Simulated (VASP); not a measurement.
A run of VASP 6.6.1 is set up as follows.

The input INCAR:

```
SYSTEM = Pb
PREC = Accurate ; ENCUT = 600
EDIFF = 1E-7 ; ISMEAR = -1
SIGMA = 0.08 ; LREAL = .False.
LASPH = .True. ; NELM = 80
ALGO = Normal ; ISIF = 3
LWAVE = .False. ; LCHARG = .False.
IBRION = 2 ; NSW = 100
EDIFFG = -0.002 ; PSTRESS = 20.0
```

KPOINTS

```
Automatic mesh
0
Gamma
  16 16 10
  0 0 0
```

POSCAR

```
Pb
1.0
    3.4190659614      0.0000000000      0.0000000000
   -1.7095329807      2.9609979798      0.0000000000
    0.0000000000      0.0000000000      5.7111877102
Pb
2
Direct
    0.3333333333      0.6666666667      0.2500000000
    0.6666666667      0.3333333333      0.7500000000
```

Potentials or basis: VASP PAW LDA potentials, release 64 (Pb_d).

Launch:

```sh
$ cat potpaw_LDA.64/Pb_d/POTCAR > POTCAR
$ mpirun -np 1 vasp_std > vasp.out
```

Question: Estimate the band gap on the k mesh.

Answer: Zero (bands 14 and 15 overlap by 8.13 eV).

Question: Predict the relaxed volume.

Answer: 27.98 Å³/atom.

The path:
| step | energy change (eV) | largest force (eV/Å) | pressure (GPa) | volume (Å³) |
| --- | --- | --- | --- | --- |
| 1 | 0.0000 | 0.0000 | 0.12 | 57.82 |
| 2 | 0.0267 | 0.0000 | 3.09 | 55.03 |
| 3 | 0.0120 | 0.0000 | 2.00 | 55.96 |

Caveat: the cell is relaxed towards a set pressure, so the run minimises the enthalpy, not the energy; spin-orbit coupling is left out, which moves the levels of the heavy elements. Zero-point motion and thermal expansion aren't in these numbers.
